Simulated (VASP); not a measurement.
# Sc (Pm-3m) in VASP: notebook

Sc is run at these levels: LDA; tasks: single point, relaxation of cell and atoms.

Everything below comes from runs of VASP 6.6.1. Logs are shortened: lines on timing, memory, paths and dates and some standing lists are left out, and cuts for length are marked.

### Step 1. The cell of the first run

It takes space group Pm-3m (No. 221, cubic). Conventional cell: a = 2.845 Å, b = 2.845 Å, c = 2.845 Å, α = 90.00°, β = 90.00°, γ = 90.00°. Within 3.7 Å of Sc (site symmetry m-3m) lie 6 Sc at 2.85 Å.

### Step 2. Single point, LDA

INCAR reads:

```
SYSTEM = Sc
ALGO = Normal ; EDIFF = 1E-6
ENCUT = 520 ; ISIF = 2
ISMEAR = -1 ; LASPH = .TRUE.
LCHARG = .TRUE. ; LELF = .TRUE.
LREAL = .FALSE. ; LVHAR = .TRUE.
LWAVE = .FALSE. ; NBANDS = 12
NELM = 60 ; PREC = Accurate
SIGMA = 0.05
```

KPOINTS reads:

```
k-points
0
G
  15 15 15
  0 0 0
```

POSCAR reads:

```
Sc
1.0
    2.8453144963      0.0000000000      0.0000000000
    0.0000000000      2.8453144963      0.0000000000
    0.0000000000      0.0000000000      2.8453144963
Sc
1
Direct
    0.0000000000      0.0000000000      0.0000000000
```

Potentials or basis: VASP PAW LDA potentials, release 64 (Sc_sv).

On the command line:

```
$ cat potpaw_LDA.64/Sc_sv/POTCAR > POTCAR
$ mpirun -np 1 vasp_std > vasp.out
```

OUTCAR:

```text
SYSTEM = Sc
   EDIFF = 1E-6
   ENCUT = 520
   ISIF = 2
   ISMEAR = -1
   LASPH = .TRUE.
   LREAL = .FALSE.
   NELM = 60
   PREC = Accurate

 ion  position               nearest neighbor table
   1  0.000  0.000  0.000-

  LATTYP: Found a simple cubic cell.
 ALAT       =     2.8453144963

  Lattice vectors:

 A1 = (   2.8453144963,   0.0000000000,   0.0000000000)
 A2 = (   0.0000000000,   2.8453144963,   0.0000000000)
 A3 = (   0.0000000000,   0.0000000000,   2.8453144963)

Analysis of symmetry for initial positions (statically):
=====================================================================
 Subroutine PRICEL returns:
 Original cell was already a primitive cell.

 Routine SETGRP: Setting up the symmetry group for a
 simple cubic supercell.

 Subroutine GETGRP returns: Found 48 space group operations
 (whereof 48 operations were pure point group operations)
 out of a pool of 48 trial point group operations.

The static configuration has the point symmetry O_h .

Analysis of symmetry for dynamics (positions and initial velocities):
=====================================================================
 Subroutine PRICEL returns:
 Original cell was already a primitive cell.

 Routine SETGRP: Setting up the symmetry group for a
 simple cubic supercell.

 Subroutine GETGRP returns: Found 48 space group operations
 (whereof 48 operations were pure point group operations)
 out of a pool of 48 trial point group operations.

The dynamic configuration has the point symmetry O_h .

 Subroutine INISYM returns: Found 48 space group operations
 (whereof 48 operations are pure point group operations),
 and found     1 'primitive' translations

----------------------------------------------------------------------------------------

                                     Primitive cell

  volume of cell :      23.0351

  direct lattice vectors                    reciprocal lattice vectors
     2.845314496  0.000000000  0.000000000     0.351454998  0.000000000  0.000000000
     0.000000000  2.845314496  0.000000000     0.000000000  0.351454998  0.000000000
     0.000000000  0.000000000  2.845314496     0.000000000  0.000000000  0.351454998

  length of vectors
     2.845314496  2.845314496  2.845314496     0.351454998  0.351454998  0.351454998

  position of ions in fractional coordinates (direct lattice)
     0.000000000  0.000000000  0.000000000

  ion indices of the primitive-cell ions
   primitive index   ion index
                 1           1

----------------------------------------------------------------------------------------

 KPOINTS: k-points

Automatic generation of k-mesh.
 Grid dimensions read from file:
 generate k-points for:   15   15   15

 Generating k-lattice:

  Cartesian coordinates                     Fractional coordinates (reciprocal lattice)
     0.023430333  0.000000000  0.000000000     0.066666667  0.000000000  0.000000000
     0.000000000  0.023430333  0.000000000     0.000000000  0.066666667  0.000000000
     0.000000000  0.000000000  0.023430333     0.000000000  0.000000000  0.066666667

  Length of vectors
     0.023430333  0.023430333  0.023430333

  Shift w.r.t. Gamma in fractional coordinates (k-lattice)
     0.000000000  0.000000000  0.000000000

 Subroutine IBZKPT returns following result:
 ===========================================

 Found    120 irreducible k-points:

 Following reciprocal coordinates:
            Coordinates               Weight
  0.000000  0.000000  0.000000      1.000000
  0.066667  0.000000  0.000000      6.000000
  0.133333  0.000000  0.000000      6.000000
  0.200000  0.000000  0.000000      6.000000
  0.266667  0.000000  0.000000      6.000000
  0.333333  0.000000  0.000000      6.000000
[... 16 lines left out ...]
  0.266667  0.200000  0.000000     24.000000
  0.333333  0.200000  0.000000     24.000000
 [... further k-points ...]
   k-points           NKPTS =    120   k-points in BZ     NKDIM =    120   number of bands    NBANDS=     12
   number of dos      NEDOS =    301   number of ions     NIONS =      1
   total plane-waves  NPLWV =  13824
   dimension x,y,z NGX =    24 NGY =   24 NGZ =   24
   dimension x,y,z NGXF=    48 NGYF=   48 NGZF=   48
   ions per type =               1
   NGX,Y,Z   is equivalent  to a cutoff of  14.02, 14.02, 14.02 a.u.
   NGXF,Y,Z  is equivalent  to a cutoff of  28.05, 28.05, 28.05 a.u.
 SYSTEM =  Sc
   PREC   = accura    normal or accurate (medium, high low for compatibility)
   ISTART =      0    job   : 0-new  1-cont  2-samecut
   ICHARG =      2    charge: 1-file 2-atom 10-const
   ISPIN  =      1    spin polarized calculation?
   LNONCOLLINEAR =      F non collinear calculations
   LSORBIT =      F    spin-orbit coupling
   LASPH  =      T    aspherical Exc in radial PAW
   ENCUT  =  520.0 eV  38.22 Ry    6.18 a.u.   5.29  5.29  5.29*2*pi/ulx,y,z
   NELM   =     60;   NELMIN=  2; NELMDL= -5     # of ELM steps
   EDIFF  = 0.1E-05   stopping-criterion for ELM
   LREAL  =      F    real-space projection
   EDIFFG = 0.1E-04   stopping-criterion for IOM
   NSW    =      0    number of steps for IOM
   IBRION =     -1    ionic relax: 0-MD 1-quasi-New 2-CG
   NFREE  =      0    steps in history (QN), initial steepest desc. (CG)
   ISIF   =      2    stress and relaxation
   ISYM   =      2    0-nonsym 1-usesym 2-fastsym
   POTIM  = 0.5000    time-step for ionic-motion
   TEBEG  =    0.0;   TEEND  =   0.0 temperature during run
   PSTRESS=    0.0 pullay stress
   NELECT =      11.0000    total number of electrons
   NUPDOWN=      -1.0000    fix difference up-down
   EMIN   =  10.00;   EMAX   =-10.00  energy-range for DOS
   EFERMI =   0.00;   METHOD = LEGACY
   ISMEAR =    -1;   SIGMA  =   0.05  broadening in eV -4-tet -1-fermi 0-gaus
   EFERMI_NEDOS =   21; number of points for ismear=-14 and -15
   IALGO  =     38    algorithm
   IMIX   =      4    mixing-type and parameters
     AMIX     =   0.40;   BMIX     =  1.00
     AMIX_MAG =   1.60;   BMIX_MAG =  1.00
  volume/ion in A,a.u.               =      23.04       155.45
  Fermi-wavevector in a.u.,A,eV,Ry     =   1.279604  2.418100 22.277980  1.637385
  Thomas-Fermi vector in A             =   2.412080
   LORBIT       =      0    0 simple, 1 ext, 2 COOP (PROOUT), +10 PAW based schemes
   GGA     = CA    functional components
[... 43 lines left out ...]

 k-point     2 :       0.0667    0.0000    0.0000
  band No.  band energies     occupation
      1     -44.8644      2.00000
      2     -23.4874      2.00000
      3     -23.4489      2.00000
      4     -23.4489      2.00000
      5      -1.0856      2.00000
      6       3.3293      1.99999
      7       3.3733      1.99998
      8       8.1597      0.00000
      9       8.1597      0.00000
     10       8.2675      0.00000
     11      16.6125      0.00000
     12      17.5142      0.00000

 k-point     3 :       0.1333    0.0000    0.0000
  band No.  band energies     occupation
      1     -44.8515      2.00000
      2     -23.5868      2.00000
      3     -23.4404      2.00000
      4     -23.4404      2.00000
      5      -0.7902      2.00000
      6       3.4072      1.99997
      7       3.5715      1.99915
      8       7.8902      0.00000
      9       7.8902      0.00000
     10       8.2878      0.00000
     11      15.1952      0.00000
     12      18.0041      0.00000

 k-point     4 :       0.2000    0.0000    0.0000
  band No.  band energies     occupation
      1     -44.8323      2.00000
      2     -23.7307      2.00000
      3     -23.4279      2.00000
      4     -23.4279      2.00000
      5      -0.3263      2.00000
      6       3.5254      1.99966
      7       3.8462      1.81187
      8       7.5262      0.00000
      9       7.5262      0.00000
     10       8.3180      0.00000
     11      13.7550      0.00000
     12      18.7387      0.00000

 k-point     5 :       0.2667    0.0000    0.0000
  band No.  band energies     occupation
      1     -44.8101      2.00000
      2     -23.8927      2.00000
      3     -23.4134      2.00000
      4     -23.4134      2.00000
      5       0.2700      2.00000
      6       3.6664      1.99432
      7       4.1027      0.10801
      8       7.1462      0.00000
      9       7.1462      0.00000
     10       8.3529      0.00000
     11      12.5256      0.00000
     12      19.6438      0.00000

 k-point     6 :       0.3333    0.0000    0.0000
  band No.  band energies     occupation
      1     -44.7888      2.00000
      2     -24.0444      2.00000
      3     -23.3995      2.00000
      4     -23.3995      2.00000
      5       0.9543      2.00000
      6       3.8072      1.90913
      7       4.2080      0.01379
      8       6.8126      0.00000
      9       6.8126      0.00000
     10       8.3866      0.00000
     11      11.6333      0.00000
     12      19.1611      0.00000

 k-point     7 :       0.4000    0.0000    0.0000
  band No.  band energies     occupation
      1     -44.7721      2.00000
      2     -24.1610      2.00000
      3     -23.3886      2.00000
      4     -23.3886      2.00000
      5       1.6611      2.00000
      6       3.9217      1.36073
      7       4.0635      0.22214
      8       6.5685      0.00000
      9       6.5685      0.00000
     10       8.4131      0.00000
     11      11.1275      0.00000
     12      18.6693      0.00000

 k-point     8 :       0.4667    0.0000    0.0000
  band No.  band energies     occupation
      1     -44.7629      2.00000
      2     -24.2240      2.00000
      3     -23.3826      2.00000
      4     -23.3826      2.00000
      5       2.2322      2.00000
      6       3.7644      1.96038
      7       3.9862      0.73897
      8       6.4403      0.00000
      9       6.4403      0.00000
     10       8.4276      0.00000
     11      10.9341      0.00000
     12      18.4067      0.00000
[... 166 lines left out ...]
 k-point    20 :       0.4000    0.1333    0.0000
  band No.  band energies     occupation
      1     -44.7553      2.00000
      2     -24.1424      2.00000
      3     -23.5154      2.00000
      4     -23.3777      2.00000
      5       1.9575      2.00000
      6       3.8586      1.76516
      7       4.2872      0.00284
      8       6.6315      0.00000
      9       6.6469      0.00000
     10       8.1060      0.00000
     11      11.2311      0.00000
     12      17.8956      0.00000

 k-point    21 :       0.4667    0.1333    0.0000
  band No.  band energies     occupation
      1     -44.7461      2.00000
      2     -24.2048      2.00000
      3     -23.5087      2.00000
      4     -23.3718      2.00000
      5       2.5962      2.00000
      6       3.4570      1.99991
      7       4.2918      0.00259
      8       6.5061      0.00000
      9       6.7115      0.00000
     10       8.1246      0.00000
     11      10.9113      0.00000
     12      18.0776      0.00000

 k-point    22 :       0.2000    0.2000    0.0000
  band No.  band energies     occupation
      1     -44.7961      2.00000
      2     -23.7130      2.00000
      3     -23.6880      2.00000
      4     -23.4043      2.00000
      5       0.4626      2.00000
      6       3.8375      1.83976
      7       4.3578      0.00069
      8       6.7009      0.00000
      9       7.5176      0.00000
     10       7.7380      0.00000
     11      14.3393      0.00000
     12      15.1550      0.00000

 k-point    23 :       0.2667    0.2000    0.0000
  band No.  band energies     occupation
      1     -44.7743      2.00000
      2     -23.8600      2.00000
      3     -23.6814      2.00000
      4     -23.3901      2.00000
      5       0.9902      2.00000
      6       3.9243      1.33795
      7       4.6659      0.00000
      8       6.4237      0.00000
      9       7.2375      0.00000
     10       7.7146      0.00000
     11      13.2292      0.00000
     12      15.5213      0.00000

 k-point    24 :       0.3333    0.2000    0.0000
  band No.  band energies     occupation
      1     -44.7533      2.00000
      2     -24.0081      2.00000
      3     -23.6645      2.00000
      4     -23.3765      2.00000
      5       1.5808      2.00000
      6       3.9205      1.37121
      7       4.7781      0.00000
      8       6.4645      0.00000
      9       6.9314      0.00000
     10       7.7561      0.00000
     11      12.1295      0.00000
     12      16.1533      0.00000

 [... further k-points ...]
[... 5 lines left out ...]
  --------------------------------------------------------------------------------------
  -------------------------------------------------------------------------------------
  Total        0.0089984      0.0089984      0.0089984     -0.0000000      0.0000000     -0.0000000
  in kB        0.6258733      0.6258733      0.6258733     -0.0000000      0.0000000     -0.0000000
  external PRESSURE =       0.6258733 kB  Pullay stress =       0.0000000 kB

 VOLUME and BASIS-vectors are now :
 -----------------------------------------------------------------------------
  energy-cutoff  :      520.00
  volume of cell :       23.04
      direct lattice vectors                 reciprocal lattice vectors
     2.845314496  0.000000000  0.000000000     0.351454998  0.000000000  0.000000000
     0.000000000  2.845314496  0.000000000     0.000000000  0.351454998  0.000000000
     0.000000000  0.000000000  2.845314496     0.000000000  0.000000000  0.351454998

 POSITION                                       TOTAL-FORCE (eV/Angst)
 -----------------------------------------------------------------------------------
      0.00000      0.00000      0.00000         0.000000      0.000000      0.000000
 -----------------------------------------------------------------------------------
    total drift:                               -0.000000      0.000000      0.000000

  FREE ENERGIE OF THE ION-ELECTRON SYSTEM (eV)
  ---------------------------------------------------
  free  energy   TOTEN  =        -5.9987062716 eV

  energy  without entropy=       -5.9753449453  energy(sigma->0) =       -5.98702561
```

It took 11 s on 1 thread of Intel Xeon Platinum 8375C at 2.90GHz (Ice Lake), shared host; peak memory 0.15 GiB.

What came out:

```
Free energy : -5.9987 eV
Pressure    : 0.1 GPa
```

Levels at points of the mesh, in eV from the Fermi level:
| k point | band 1 | band 2 | band 3 | band 4 | band 5 | band 6 | band 7 | band 8 | band 9 | band 10 |
| --- | --- | --- | --- | --- | --- | --- | --- | --- | --- | --- |
| (0.00, 0.00, 0.00) | -48.83 | -27.41 | -27.41 | -27.41 | -5.15 | -0.66 | -0.66 | 4.30 | 4.30 | 4.30 |

### Step 3. Single point, LDA

INCAR reads:

```
SYSTEM = Sc
PREC = Accurate
ENCUT = 520
EDIFF = 1E-7
ISMEAR = -1
SIGMA = 0.05
LREAL = .False.
LASPH = .True.
NELM = 100
ALGO = Normal
ISIF = 2
LWAVE = .False.
LCHARG = .False.
GGA = CA
NBANDS = 12
```

KPOINTS reads:

```
Automatic mesh
0
Gamma
  15 15 15
  0 0 0
```

POSCAR is that of step 2.

Potentials or basis: VASP PAW LDA potentials, release 64 (Sc_sv).

On the command line:

```
$ cat potpaw_LDA.64/Sc_sv/POTCAR > POTCAR
$ mpirun -np 1 vasp_std > vasp.out
```

It took 12 s on 1 thread of Intel Xeon Platinum 8375C at 2.90GHz (Ice Lake), shared host; peak memory 0.15 GiB.

It converged, with:

```yaml
Free_energy: -5.9987 eV
Pressure: 0.1 GPa
```

Levels at points of the mesh, in eV from the Fermi level:
```tsv
k point	band 2	band 3	band 4	band 5	band 6	band 7	band 8	band 9
(0.00, 0.00, 0.00)	-27.41	-27.41	-27.41	-5.15	-0.66	-0.66	4.30	4.30
```

### Step 4. Single point, LDA

This run uses another cell than the first one, of 23.11 Å³/atom, 1.003 times its volume.

INCAR reads:

```
SYSTEM = Sc
ALGO     = Normal         ! electronic algorithm
EDIFF    = 1E-6           ! SCF threshold, eV
ENCUT    = 520            ! plane-wave cutoff, eV
GGA      = CA             ! functional
ISIF     = 2              ! what is computed and relaxed
ISMEAR   = -1             ! smearing method
LASPH    = .TRUE.         ! aspherical terms in the spheres
LCHARG   = .TRUE.         ! write CHGCAR
LELF     = .TRUE.         ! ELF
LREAL    = .FALSE.        ! projectors in reciprocal space
LVHAR    = .TRUE.       
LWAVE    = .FALSE.        ! write WAVECAR
NBANDS   = 12             ! bands
NELM     = 60             ! most SCF steps
PREC     = Accurate       ! precision mode
SIGMA    = 0.05           ! smearing width, eV
```

KPOINTS reads:

```
Automatic mesh
0
Gamma
  15 15 15
  0.5 0.5 0.5
```

POSCAR reads:

```
Sc
1.0
    2.8484950528      0.0000000000      0.0000000000
    0.0000000000      2.8484950528      0.0000000000
    0.0000000000      0.0000000000      2.8484950528
Sc
1
Direct
    0.0000000000      0.0000000000      0.0000000000
```

On the command line:

```
$ cat potpaw_LDA.64/Sc_sv/POTCAR > POTCAR
$ mpirun -np 1 vasp_std > vasp.out
```

Wall time 11 s (1 thread of Intel Xeon Platinum 8375C at 2.90GHz (Ice Lake), shared host); peak memory 0.15 GiB.

It converged, with:

* Free energy: -5.9995 eV
* Pressure: 0.1 GPa

Levels at points of the mesh, in eV from the Fermi level:
```tsv
k point	band 2	band 3	band 4	band 5	band 6	band 7	band 8	band 9
(0.50, 0.50, 0.50)	-27.98	-27.98	-27.98	-0.65	-0.65	-0.65	5.47	5.47
```

### Step 5. Relaxation of cell and atoms, LDA

This run uses another cell than the first one, of 24.39 Å³/atom, 1.059 times its volume.

INCAR reads:

```
  ALGO = Normal
  EDIFF = 1E-6
  EDIFFG = -0.005
  ENCUT = 600
  GGA = CA
  IBRION = 2
  ISIF = 3
  ISMEAR = -1
  LASPH = True
  LCHARG = False
  LREAL = False
  LWAVE = False
  NELM = 80
  NSW = 60
  PREC = Accurate
  SIGMA = 0.05
```

KPOINTS reads:

```
k-points
0
Gamma
  15 15 15
```

POSCAR reads:

```
Sc
1.0
    2.9001965780      0.0000000000      0.0000000000
    0.0000000000      2.9001965780      0.0000000000
    0.0000000000      0.0000000000      2.9001965780
Sc
1
Direct
    0.0000000000      0.0000000000      0.0000000000
```

On the command line:

```
$ cat potpaw_LDA.64/Sc_sv/POTCAR > POTCAR
$ mpirun -np 1 vasp_std > vasp.out
```

Wall time 23 s (1 thread of Intel Xeon Platinum 8375C at 2.90GHz (Ice Lake), shared host); peak memory 0.16 GiB.

The run converged. Its results:

| Quantity | Value |
| --- | --- |
| Free energy | -5.9989 eV |
| Relaxed volume | 23.10 Å³/atom |
| Relaxed cell | a = 2.848 Å, b = 2.848 Å, c = 2.848 Å, α = 90.00°, β = 90.00°, γ = 90.00° |
| Space group after relaxing (to 0.05 Å) | Pm-3m (No. 221) |
| Energy gained by relaxing | 8.2 meV/atom |
| Ionic steps | 4 |
| Pressure after relaxing | 0.0 GPa |

The path:
```
step  energy change (eV)  largest force (eV/Å)  pressure (GPa)  volume (Å³)
   1              0.0000                0.0000           -2.00        24.39
   2             -0.0080                0.0000           -0.37        23.34
   3             -0.0082                0.0000           -0.04        23.12
   4             -0.0082                0.0000            0.01        23.10
```

Final structure:
```
Sc
1.0
     2.84793    0.00000    0.00000
     0.00000    2.84793    0.00000
     0.00000    0.00000    2.84793
Sc
1
Direct
  0.00000 0.00000 0.00000
```

Levels at points of the mesh, in eV from the Fermi level:
| k point | band 1 | band 2 | band 3 | band 4 | band 5 | band 6 | band 7 | band 8 | band 9 |
| --- | --- | --- | --- | --- | --- | --- | --- | --- | --- |
| (0.00, 0.00, 0.00) | -48.83 | -27.42 | -27.42 | -27.42 | -5.14 | -0.65 | -0.65 | 4.29 | 4.29 |

### Step 6. Overview

```csv
task,cell,k mesh,cutoff (eV),gap on the mesh (eV),pressure (GPa)
single point,"a = 2.845 Å, 1 atom",15 × 15 × 15,520,none,0.1
single point,"a = 2.848 Å, 1 atom","15 × 15 × 15, shifted",520,none,0.1
relaxation of cell and atoms,"relaxed from a = 2.900 Å, 1 atom",15 × 15 × 15,600,none,0.0
```

Alike in all rows: level LDA; potentials or basis VASP PAW LDA potentials, release 64 (Sc_sv); no spin polarisation; smearing fermi-dirac 0.05 eV.

Absolute energies hang on the potentials; compare differences alone.
